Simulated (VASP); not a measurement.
The system is Fe.

```
Fe
1.0
     2.33426    0.00000    0.00000
     0.00000    2.33426    0.00000
     0.00000    0.00000    2.33426
Fe
1
Direct
  0.00000 0.00000 0.00000
```

| Property | Result |
| --- | --- |
| Program | VASP 6.6.1 |
| Task | relaxation of cell and atoms |
| Functional | LDA |
| Potentials or basis | VASP PAW LDA potentials, release 64 (Fe) |
| Cutoff | 600 eV |
| k mesh | 13 × 13 × 13 |
| Occupations | fermi-dirac, width 0.05 eV |
| Spin | collinear spin, ferromagnetic start |
| Starting moments | [2.5] μB |

At the start: pressure -10.1 GPa; volume 12.72 Å³/atom.

Problem. How do energy, volume and symmetry change on relaxing?

Solution. Over 4 steps the energy falls by 41.8 meV/atom and the volume is 11.46 Å³/atom (-9.9 %); space group Pm-3m (No. 221, to 0.05 Å); moment 1.69 μB per cell.

Step by step:
```
step  energy change (eV)  largest force (eV/Å)  pressure (GPa)  volume (Å³)
   1              0.0000                0.0000          -10.06        12.72
   2             -0.0406                0.0000            2.35        11.31
   3             -0.0417                0.0000           -0.57        11.50
   4             -0.0418                0.0000           -0.02        11.46
```

Final structure:
```
CELL_PARAMETERS angstrom
2.25482 0.00000 0.00000
0.00000 2.25482 0.00000
0.00000 0.00000 2.25482
ATOMIC_POSITIONS crystal
Fe 0.00000 0.00000 0.00000
```
